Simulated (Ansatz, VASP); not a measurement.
**TaRu in VASP and in Ansatz**

Contents of INCAR:

```
SYSTEM = TaRu
PREC = Accurate
ENCUT = 520
EDIFF = 1E-7
ISMEAR = -1
SIGMA = 0.05
LREAL = .FALSE.
LASPH = .TRUE.
NELM = 100
ALGO = Normal
ISIF = 2
LWAVE = .FALSE.
LCHARG = .FALSE.
NBANDS = 20
```

KPOINTS

```
regular mesh
0
G
  11 11 10
  0 0 0
```

The input POSCAR:

```
TaRu
1.0
    3.0631429316      0.0000000000      0.0000000000
    0.0000000000      3.0631429316      0.0000000000
    0.0000000000      0.0000000000      3.4002592189
Ta Ru
1 1
Direct
    0.5000000000      0.5000000000      0.5000000000
    0.0000000000      0.0000000000      0.0000000000
```

Input for Ansatz:

```yaml
crystal:
  lattice:
    - [3.0631429316, 0.0, 0.0]
    - [0.0, 3.0631429316, 0.0]
    - [0.0, 0.0, 3.4002592189]
  atoms:
    - { symbol: Ta, position: [0.5, 0.5, 0.5] }
    - { symbol: Ru, position: [0.0, 0.0, 0.0] }
kpoints:
  mp_grid: { grid: [11, 11, 10] }
  band_path:
    path:
      - [0.0, 0.0, 0.0]
      - [0.0, 0.5, 0.0]
      - [0.5, 0.5, 0.0]
      - [0.0, 0.0, 0.0]
      - [0.0, 0.0, 0.5]
      - [0.0, 0.5, 0.5]
      - [0.5, 0.5, 0.5]
      - [0.0, 0.0, 0.5]
      - [0.0, 0.5, 0.0]
    npoints: 5
scf:
  occupations: { method: fermi_dirac, width: 0.05 }
hamiltonian:
  xc: lda
  pseudopotentials: { kind: all_electron, lapw: { basis_error: 0.0005 } }
output:
  forces: true
  stress: true
  eigenvalues: true
```

Change from the starting cell: volume scaled by 1.01.

Alike in both runs: task single point; functional LDA; k mesh 11 × 11 × 10; occupations fermi-dirac, width 0.05 eV; no spin polarisation.

|  | VASP | Ansatz |
| --- | --- | --- |
| version | VASP 6.6.1 | Ansatz 0.2.0 |
| potentials or method | VASP PAW LDA potentials, release 64 (Ta_pv, Ru_pv), cutoff 520 eV | all-electron LAPW, scalar-relativistic |

Ansatz gave:

| Item | Value |
| --- | --- |
| pressure (GPa) | -12.7 |
| traceless stress, the component that is largest in VASP (GPa) | 0.93 |

**Question.** Which values does VASP return?

**Answer.** Pressure (GPa): -11.9; traceless stress, the component that is largest in VASP (GPa): 0.82.

LDA's correlation is that of Perdew and Zunger in VASP and of Perdew and Wang (1992) in Ansatz. Ansatz ran all-electron here, and VASP with PAW potentials.

Spin-orbit coupling is off throughout.
